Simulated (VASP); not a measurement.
Input of a VASP 6.6.1 run:

INCAR

```
SYSTEM = SnS2
PREC = Accurate
ENCUT = 520
EDIFF = 1E-6
ISMEAR = 0
SIGMA = 0.02
LREAL = .FALSE.
LASPH = .TRUE.
NELM = 100
ALGO = Normal
ISIF = 2
LWAVE = .FALSE.
LCHARG = .FALSE.
LDIPOL = .TRUE.
IDIPOL = 3
DIPOL = 0.5 0.5 0.500
GGA = PE
IVDW = 12
NBANDS = 49
```

The input KPOINTS:

```
regular mesh
0
G
  9 9 1
  0 0 0
```

Contents of POSCAR:

```
SnS2
1.0
    3.6678820606      0.0000000000      0.0000000000
   -1.8339410303      3.1764790425      0.0000000000
    0.0000000000      0.0000000000     55.1520191628
S Sn
6 3
Direct
    0.6666666667      0.3333333333      0.3677634848
    0.3333333333      0.6666666667      0.4214696325
    0.6666666667      0.3333333333      0.4731855656
    0.3333333333      0.6666666667      0.5268144344
    0.6666666667      0.3333333333      0.5785303675
    0.3333333333      0.6666666667      0.6322365152
    0.0000000000      0.0000000000      0.3946379731
    0.0000000000      0.0000000000      0.5000000000
    0.0000000000      0.0000000000      0.6053620269
```

Potentials or basis: VASP PAW PBE potentials, release 64 (S, Sn_d).

Launch:

```sh
$ cat potpaw_PBE.64/S/POTCAR potpaw_PBE.64/Sn_d/POTCAR > POTCAR
$ mpirun -np 1 vasp_std > vasp.out
```

Task: Predict the largest force.

Result: 0.007 eV/Å.

Task: Estimate the band gap on the k mesh.

Result: 1.48 eV (least direct gap 1.72 eV).

Forces on the atoms (eV/Å):
```
S    0.000  0.000  0.005
S    0.000  0.000 -0.007
S    0.000  0.000  0.006
S    0.000  0.000 -0.006
S    0.000  0.000  0.007
S    0.000  0.000 -0.005
Sn   0.000  0.000  0.000
Sn   0.000  0.000  0.000
Sn   0.000  0.000  0.000
```

Caveat: the cell differs from its parent crystal (atoms taken out); spin-orbit coupling is left out, which moves the levels of the heavy elements.
